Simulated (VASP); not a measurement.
Write the native input for VASP 6.6.1 that does the following.

```
Task                   : single point
Functional             : PBEsol
Potentials or basis    : VASP PAW PBE potentials, release 64 (P)
Cutoff                 : 520 eV
k mesh                 : 11 × 11 × 11
Occupations            : fermi-dirac, width 0.05 eV
Spin                   : no spin polarisation
Dipole correction      : no
Further INCAR settings : ALGO = Normal; EDIFF = 1e-06; NBANDS = 12
```

The structure of P lies in POSCAR:

```
P
1.0
    1.7257251780      0.9963478961      3.1296800121
   -1.7257251780      0.9963478961      3.1296800121
    0.0000000000     -1.9926957921      3.1296800121
P
2
Direct
    0.1862058050      0.1862058050      0.2762058050
    0.8137941950      0.8137941950      0.7237941950
```

This cell differs from its parent crystal: shortest bond scaled by 0.82.

One way to write it, as run:

INCAR

```
  ALGO = Normal
  EDIFF = 1E-6
  ENCUT = 520
  GGA = PS
  ISIF = 2
  ISMEAR = -1
  LASPH = True
  LCHARG = False
  LREAL = False
  LWAVE = False
  NBANDS = 12
  NELM = 100
  PREC = Accurate
  SIGMA = 0.05
```

KPOINTS

```
k-points
0
Gamma
  11 11 11
```

Potentials or basis: VASP PAW PBE potentials, release 64 (P).

The run is started by

```sh
$ cat potpaw_PBE.64/P/POTCAR > POTCAR
$ mpirun -np 1 vasp_std > vasp.out
```

Results of the run:

```yaml
Pressure: 16.8 GPa
Largest_force: 6.477 eV/Å
Band_gap_on_the_k_mesh: zero (bands 5 and 6 overlap by 2.06 eV)
```

Caveat: the cell differs from its parent crystal (shortest bond scaled by 0.82); the stress differs along the axes, from -1 to 38 GPa; the PAW data sets were made with another functional, which shifts forces and pressure a little.

Run time: 86 s on 1 thread of AMD EPYC 7R43 64-Core Processor (Zen 3), with other jobs on the host, peak memory 0.19 GiB.
